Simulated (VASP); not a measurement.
# HfC (I4/mmm) in VASP: a series of runs

Runs on HfC. Level: PBE. Tasks: single point.

Everything below comes from runs of VASP 6.6.1. Logs are shortened: lines on timing, memory, paths and dates and some standing lists are left out, and cuts for length are marked.

### 1 The cell of the first run

Symmetry: I4/mmm, No. 139, tetragonal system. Conventional cell: a = 3.288 Å, b = 3.288 Å, c = 4.790 Å, α = 90.00°, β = 90.00°, γ = 90.00°. Within 3.1 Å of Hf (site symmetry 4/mmm) lie 6 C at 2.33 to 2.39 Å. C (site symmetry 4/mmm) has 6 Hf at 2.33 to 2.39 Å within 3.1 Å.

### 2 Single point, PBE (zz strain of +3 %)

Input file INCAR:

```
  PREC = Accurate
  ENCUT = 520
  EDIFF = 1E-7
  ISMEAR = -1
  SIGMA = 0.05
  LREAL = False
  LASPH = True
  NELM = 60
  ALGO = Normal
  ISIF = 2
  LWAVE = False
  LCHARG = True
  GGA = PE
  LELF = True
  LVHAR = True
  NBANDS = 14
```

Input file KPOINTS:

```
regular mesh
0
Gamma
  15 15 15
```

Input file POSCAR:

```
HfC
1.0
    0.0000000000      2.3250000000      2.3947500000
    2.3250000000      0.0000000000      2.3947500000
    2.3250000000      2.3250000000      0.0000000000
Hf C
1 1
Direct
    0.5000000000      0.5000000000      0.5000000000
    0.0000000000      0.0000000000      0.0000000000
```

Potentials or basis: VASP PAW PBE potentials, release 64 (Hf_pv, C).

On the command line:

```sh
cat potpaw_PBE.64/Hf_pv/POTCAR potpaw_PBE.64/C/POTCAR > POTCAR
mpirun -np 1 vasp_std > vasp.out
```

OUTCAR:

```text
PREC = Accurate
   ENCUT = 520
   EDIFF = 1E-7
   ISMEAR = -1
   LREAL = False
   LASPH = True
   NELM = 60
   ISIF = 2
   GGA = PE

 ion  position               nearest neighbor table
   1  0.500  0.500  0.500-   2 2.33   2 2.33   2 2.33   2 2.33   2 2.39   2 2.39
   2  0.000  0.000  0.000-   1 2.33   1 2.33   1 2.33   1 2.33   1 2.39   1 2.39

  LATTYP: Found a body centered tetragonal cell.
 ALAT       =     3.2880465325
 C/A-ratio  =     1.4566399692

  Lattice vectors:

 A1 = (  -2.3250000000,   0.0000000000,   2.3947500000)
 A2 = (   2.3250000000,   0.0000000000,   2.3947500000)
 A3 = (   0.0000000000,   2.3250000000,  -2.3947500000)

Analysis of symmetry for initial positions (statically):
=====================================================================
 Subroutine PRICEL returns:
 Original cell was already a primitive cell.

 Routine SETGRP: Setting up the symmetry group for a
 body centered tetragonal supercell.

 Subroutine GETGRP returns: Found 16 space group operations
 (whereof 16 operations were pure point group operations)
 out of a pool of 16 trial point group operations.

The static configuration has the point symmetry D_4h.

Analysis of symmetry for dynamics (positions and initial velocities):
=====================================================================
 Subroutine PRICEL returns:
 Original cell was already a primitive cell.

 Routine SETGRP: Setting up the symmetry group for a
 body centered tetragonal supercell.

 Subroutine GETGRP returns: Found 16 space group operations
 (whereof 16 operations were pure point group operations)
 out of a pool of 16 trial point group operations.

The dynamic configuration has the point symmetry D_4h.

 Subroutine INISYM returns: Found 16 space group operations
 (whereof 16 operations are pure point group operations),
 and found     1 'primitive' translations

----------------------------------------------------------------------------------------

                                     Primitive cell

  volume of cell :      25.8902

  direct lattice vectors                    reciprocal lattice vectors
     0.000000000  2.325000000  2.394750000    -0.215053763  0.215053763  0.208790062
     2.325000000  0.000000000  2.394750000     0.215053763 -0.215053763  0.208790062
     2.325000000  2.325000000  0.000000000     0.215053763  0.215053763 -0.208790062

  length of vectors
     3.337731649  3.337731649  3.288046533     0.368903147  0.368903147  0.368903147

  position of ions in fractional coordinates (direct lattice)
     0.500000000  0.500000000  0.500000000
     0.000000000  0.000000000  0.000000000

  ion indices of the primitive-cell ions
   primitive index   ion index
                 1           1
                 2           2

----------------------------------------------------------------------------------------

 KPOINTS: regular mesh

Automatic generation of k-mesh.
 Grid dimensions read from file:
 generate k-points for:   15   15   15

 Generating k-lattice:

  Cartesian coordinates                     Fractional coordinates (reciprocal lattice)
    -0.014336918  0.014336918  0.013919337     0.066666667  0.000000000  0.000000000
     0.014336918 -0.014336918  0.013919337     0.000000000  0.066666667  0.000000000
     0.014336918  0.014336918 -0.013919337     0.000000000  0.000000000  0.066666667

  Length of vectors
     0.024593543  0.024593543  0.024593543

  Shift w.r.t. Gamma in fractional coordinates (k-lattice)
     0.000000000  0.000000000  0.000000000

 Subroutine IBZKPT returns following result:
 ===========================================

 Found    288 irreducible k-points:

 Following reciprocal coordinates:
            Coordinates               Weight
  0.000000  0.000000  0.000000      1.000000
  0.066667 -0.000000  0.000000      8.000000
  0.133333 -0.000000  0.000000      8.000000
  0.200000 -0.000000  0.000000      8.000000
  0.266667 -0.000000  0.000000      8.000000
  0.333333 -0.000000  0.000000      8.000000
[... 16 lines left out ...]
  0.133333  0.133333  0.000000      2.000000
  0.200000  0.133333  0.000000      8.000000
 [... further k-points ...]
   k-points           NKPTS =    288   k-points in BZ     NKDIM =    288   number of bands    NBANDS=     14
   number of dos      NEDOS =    301   number of ions     NIONS =      2
   total plane-waves  NPLWV =  18816
   dimension x,y,z NGX =    28 NGY =   28 NGZ =   24
   dimension x,y,z NGXF=    56 NGYF=   56 NGZF=   48
   ions per type =               1   1
   NGX,Y,Z   is equivalent  to a cutoff of  13.95, 13.95, 12.13 a.u.
   NGXF,Y,Z  is equivalent  to a cutoff of  27.89, 27.89, 24.27 a.u.
 SYSTEM =  unknown system
   PREC   = accura    normal or accurate (medium, high low for compatibility)
   ISTART =      0    job   : 0-new  1-cont  2-samecut
   ICHARG =      2    charge: 1-file 2-atom 10-const
   ISPIN  =      1    spin polarized calculation?
   LNONCOLLINEAR =      F non collinear calculations
   LSORBIT =      F    spin-orbit coupling
   LASPH  =      T    aspherical Exc in radial PAW
   ENCUT  =  520.0 eV  38.22 Ry    6.18 a.u.   6.21  6.21  6.11*2*pi/ulx,y,z
   NELM   =     60;   NELMIN=  2; NELMDL= -5     # of ELM steps
   EDIFF  = 0.1E-06   stopping-criterion for ELM
   LREAL  =      F    real-space projection
   EDIFFG = 0.1E-05   stopping-criterion for IOM
   NSW    =      0    number of steps for IOM
   IBRION =     -1    ionic relax: 0-MD 1-quasi-New 2-CG
   NFREE  =      0    steps in history (QN), initial steepest desc. (CG)
   ISIF   =      2    stress and relaxation
   ISYM   =      2    0-nonsym 1-usesym 2-fastsym
   POTIM  = 0.5000    time-step for ionic-motion
   TEBEG  =    0.0;   TEEND  =   0.0 temperature during run
   PSTRESS=    0.0 pullay stress
   NELECT =      14.0000    total number of electrons
   NUPDOWN=      -1.0000    fix difference up-down
   EMIN   =  10.00;   EMAX   =-10.00  energy-range for DOS
   EFERMI =   0.00;   METHOD = LEGACY
   ISMEAR =    -1;   SIGMA  =   0.05  broadening in eV -4-tet -1-fermi 0-gaus
   EFERMI_NEDOS =   21; number of points for ismear=-14 and -15
   IALGO  =     38    algorithm
   IMIX   =      4    mixing-type and parameters
     AMIX     =   0.40;   BMIX     =  1.00
     AMIX_MAG =   1.60;   BMIX_MAG =  1.00
  volume/ion in A,a.u.               =      12.95        87.36
  Fermi-wavevector in a.u.,A,eV,Ry     =   1.333743  2.520409 24.203000  1.778870
  Thomas-Fermi vector in A             =   2.462578
   LORBIT       =      0    0 simple, 1 ext, 2 COOP (PROOUT), +10 PAW based schemes
   GGA     = PE    functional components
   LHFCALC =     F    Hartree Fock is set to
   AEXX    =    0.0000 exact exchange contribution
   IVDW    =     0    specifies the selected vdW correction
   LEPSILON=     F    determine dielectric tensor
   LRPA    =     F    only Hartree local field effects (RPA)
 non-spin polarized calculation
  energy-cutoff  :      520.00
  volume of cell :       25.89
 maximum number of plane-waves:       709
 NGX is ok and might be reduce to    28
   NGX = 13   NGY = 13   NGZ = 13

 number of electron      14.0000001 magnetization

 Free energy of the ion-electron system (eV)
  ---------------------------------------------------
  ext. energy  EPLUGINS =         0.00000000
  ---------------------------------------------------
  free energy    TOTEN  =       -21.01276573 eV

  energy without entropy =      -21.01020740  energy(sigma->0) =      -21.01148656

 E-fermi :   5.7011     XC(G=0): -12.1382

 val. band max:        5.6997003639   @ k =   0.3333   0.0000   0.2667
 cond. band min:       5.7061239194   @ k =   0.4667   0.4667   0.0000
 fundamental gap:      0.0064235555
 Fermi energy:         5.7010931779

 k-point     1 :       0.0000    0.0000    0.0000
  band No.  band energies     occupation
      1     -24.0159      2.00000
      2     -23.9692      2.00000
      3     -23.9692      2.00000
      4      -6.4331      2.00000
      5       6.6257      0.00000
      6       6.7568      0.00000
      7       6.7568      0.00000
      8       6.9111      0.00000
      9       7.2151      0.00000
     10       7.2151      0.00000
     11       8.7611      0.00000
     12       9.2167      0.00000
     13      12.3033      0.00000
     14      16.6515      0.00000

 k-point     2 :       0.0667   -0.0000    0.0000
  band No.  band energies     occupation
      1     -24.0295      2.00000
      2     -23.9866      2.00000
      3     -23.9713      2.00000
      4      -6.3261      2.00000
      5       5.9074      0.03178
      6       6.1021      0.00066
      7       6.2348      0.00005
      8       7.2600      0.00000
      9       7.4187      0.00000
     10       7.6387      0.00000
     11       9.3007      0.00000
     12       9.7569      0.00000
     13      12.5662      0.00000
     14      16.9557      0.00000

 k-point     3 :       0.1333   -0.0000    0.0000
  band No.  band energies     occupation
      1     -24.0940      2.00000
      2     -24.0090      2.00000
      3     -23.9772      2.00000
      4      -6.0144      2.00000
      5       4.7876      2.00000
      6       5.2716      1.99963
      7       5.4005      1.99511
      8       7.6437      0.00000
      9       7.7625      0.00000
     10       8.0362      0.00000
     11      10.4165      0.00000
     12      10.9003      0.00000
     13      13.2332      0.00000
     14      17.7870      0.00000
[... 324 lines left out ...]
 k-point    23 :       0.1333    0.1333    0.0000
  band No.  band energies     occupation
      1     -24.1105      2.00000
      2     -24.0007      2.00000
      3     -24.0007      2.00000
      4      -5.9431      2.00000
      5       4.0139      2.00000
      6       5.8264      0.15086
      7       5.8264      0.15086
      8       6.2600      0.00003
      9       8.8827      0.00000
     10       8.8827      0.00000
     11       9.4504      0.00000
     12      11.2844      0.00000
     13      13.5264      0.00000
     14      18.0730      0.00000

 k-point    24 :       0.2000    0.1333    0.0000
  band No.  band energies     occupation
      1     -24.1734      2.00000
      2     -24.0189      2.00000
      3     -24.0158      2.00000
      4      -5.6326      2.00000
      5       3.3071      2.00000
      6       5.1409      1.99997
      7       5.4649      1.98239
      8       6.4854      0.00000
      9       9.1199      0.00000
     10       9.3364      0.00000
     11      10.2280      0.00000
     12      11.9841      0.00000
     13      14.3482      0.00000
     14      18.9154      0.00000

 [... further k-points ...]
[... 5 lines left out ...]
  --------------------------------------------------------------------------------------
  -------------------------------------------------------------------------------------
  Total       -0.5534972     -0.5534972     -2.1320261      0.0000000     -0.0000000     -0.0000000
  in kB      -34.2523145    -34.2523145   -131.9371219      0.0000000     -0.0000000     -0.0000000
  external PRESSURE =     -66.8139169 kB  Pullay stress =       0.0000000 kB

 VOLUME and BASIS-vectors are now :
 -----------------------------------------------------------------------------
  energy-cutoff  :      520.00
  volume of cell :       25.89
      direct lattice vectors                 reciprocal lattice vectors
     0.000000000  2.325000000  2.394750000    -0.215053763  0.215053763  0.208790062
     2.325000000  0.000000000  2.394750000     0.215053763 -0.215053763  0.208790062
     2.325000000  2.325000000  0.000000000     0.215053763  0.215053763 -0.208790062

 POSITION                                       TOTAL-FORCE (eV/Angst)
 -----------------------------------------------------------------------------------
      2.32500      2.32500      2.39475        -0.000000     -0.000000      0.000000
      0.00000      0.00000      0.00000         0.000000      0.000000      0.000000
 -----------------------------------------------------------------------------------
    total drift:                                0.000000      0.000000      0.000000

  FREE ENERGIE OF THE ION-ELECTRON SYSTEM (eV)
  ---------------------------------------------------
  free  energy   TOTEN  =       -21.0127657312 eV

  energy  without entropy=      -21.0102073985  energy(sigma->0) =      -21.01148656
```

It took 51 s on 1 thread of Intel Xeon 6975P-C (Granite Rapids), shared host; peak memory 0.23 GiB.

Results:

| Property | Result |
| --- | --- |
| Free energy | -21.0128 eV |
| Pressure | -6.7 GPa |
| Band gap on the k mesh | zero (band 7 reaches 6.76 eV, above the bottom of band 8 at 5.26 eV) |

Caveat: the cell differs from its parent crystal (zz strain of +3 %); spin-orbit coupling is left out, which moves the levels of the heavy elements.

### 3 Single point, PBE (equal xx and yy strain of +2 %)

Input file INCAR:

```
PREC     = Accurate       # precision mode
ENCUT    = 520            # plane-wave cutoff, eV
EDIFF    = 1E-6           # SCF threshold, eV
ISMEAR   = -1             # smearing method
SIGMA    = 0.05           # smearing width, eV
LREAL    = F              # projectors in reciprocal space
LASPH    = T              # aspherical terms in the spheres
NELM     = 60             # most SCF steps
ALGO     = Normal         # electronic algorithm
ISIF     = 2              # what is computed and relaxed
LWAVE    = F              # write WAVECAR
LCHARG   = T              # write CHGCAR
GGA      = PE             # functional
LELF     = T              # ELF
LVHAR    = T            
NBANDS   = 14             # bands
```

KPOINTS is that of step 2.

Input file POSCAR:

```
HfC
1.0
    0.0000000000      2.3715000000      2.3250000000
    2.3715000000      0.0000000000      2.3250000000
    2.3715000000      2.3715000000      0.0000000000
Hf C
1 1
Direct
    0.5000000000      0.5000000000      0.5000000000
    0.0000000000      0.0000000000      0.0000000000
```

Potentials or basis: VASP PAW PBE potentials, release 64 (Hf_pv, C).

On the command line:

```sh
cat potpaw_PBE.64/Hf_pv/POTCAR potpaw_PBE.64/C/POTCAR > POTCAR
mpirun -np 1 vasp_std > vasp.out
```

Run time: 49 s. Hardware: 1 thread of Intel Xeon 6975P-C (Granite Rapids), shared host; peak memory 0.24 GiB.

Results (log left out):

| Property | Result |
| --- | --- |
| Free energy | -21.0082 eV |
| Pressure | -9.0 GPa |
| Band gap on the k mesh | zero (band 7 reaches 6.69 eV, above the bottom of band 8 at 5.11 eV) |

Stress tensor (GPa, compression positive):
```
-11.22   0.00   0.00
  0.00 -11.22   0.00
  0.00   0.00  -4.51
```

Levels at points of the mesh, in eV from the Fermi level:
| k point | band 3 | band 4 | band 5 | band 6 | band 7 | band 8 | band 9 | band 10 | band 11 | band 12 |
| --- | --- | --- | --- | --- | --- | --- | --- | --- | --- | --- |
| (0.00, 0.00, 0.00) | -29.72 | -12.09 | 0.97 | 0.97 | 1.06 | 1.33 | 1.33 | 1.53 | 3.16 | 3.37 |

Caveat: the cell differs from its parent crystal (equal xx and yy strain of +2 %); spin-orbit coupling is left out, which moves the levels of the heavy elements.

(Part 1 of 2 ends here.)
